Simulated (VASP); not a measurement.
TlAgTe2: electric field gradients with LDA

Crystal: TlAgTe2.

```
Tl Ag Te
1.0
    -1.96000    1.96000    7.45780
     1.96000   -1.96000    7.45780
     1.96000    1.96000   -7.45780
Tl Ag Te
1 1 2
Direct
  0.00000 0.00000 0.00000
  0.75000 0.25000 0.50000
  0.36900 0.36900 0.00000
  0.63100 0.63100 0.00000
```

This cell differs from its parent crystal: zz strain of -2 %.

| Item | Value |
| --- | --- |
| Program | VASP 6.6.1 |
| Task | electric field gradients |
| Functional | LDA |
| Potentials or basis | VASP PAW LDA potentials, release 64 (Tl_d, Ag, Te) |
| Cutoff | 520 eV |
| k mesh | 13 × 13 × 13 |
| Occupations | fermi-dirac, width 0.05 eV |
| Spin | no spin polarisation |
| Dipole correction | no |
| Further INCAR settings | ALGO = Normal; EDIFF = 1e-08; NBANDS = 26 |

```
Pressure                                : -0.2 GPa
Largest force                           : 0.271 eV/Å
Band gap on the k mesh                  : zero (bands 18 and 19 overlap by 1.75 eV)
Largest electric field gradient by atom : Tl +14.4; Ag -39.2; Te -161.7 V/Å²
```

Forces in eV/Å, atoms in the order of the input:
```
Tl   0.000  0.000  0.000
Ag   0.000  0.000  0.000
Te   0.000  0.000  0.271
Te   0.000  0.000 -0.271
```

Stress tensor (GPa, compression positive):
```
-1.12  0.00  0.00
 0.00 -1.12  0.00
 0.00  0.00  1.62
```

Levels at points of the mesh, in eV from the Fermi level:
```csv
k point,band 14,band 15,band 16,band 17,band 18,band 19,band 20,band 21,band 22,band 23
"(0.00, 0.00, 0.00)",-1.82,-0.39,-0.39,-0.30,0.09,0.09,3.05,4.77,5.24,6.00
```

Electric field gradients, principal values (V/Å²):
| atom | least | middle | greatest (by size) |
| --- | --- | --- | --- |
| 1 Tl | -7.206 | -7.208 | 14.414 |
| 2 Ag | 19.614 | 19.615 | -39.229 |
| 3 Te | 43.843 | 117.854 | -161.698 |
| 4 Te | 43.843 | 117.854 | -161.698 |

It took 53 min on 1 thread of Intel Xeon 8259CL (shared host), peak memory 0.84 GiB.

Caveat: the cell differs from its parent crystal (zz strain of -2 %); without QUAD_EFG the Cq values of the log hold for a quadrupole moment of 1 mb, not for the nuclei; spin-orbit coupling is left out, which moves the levels of the heavy elements.
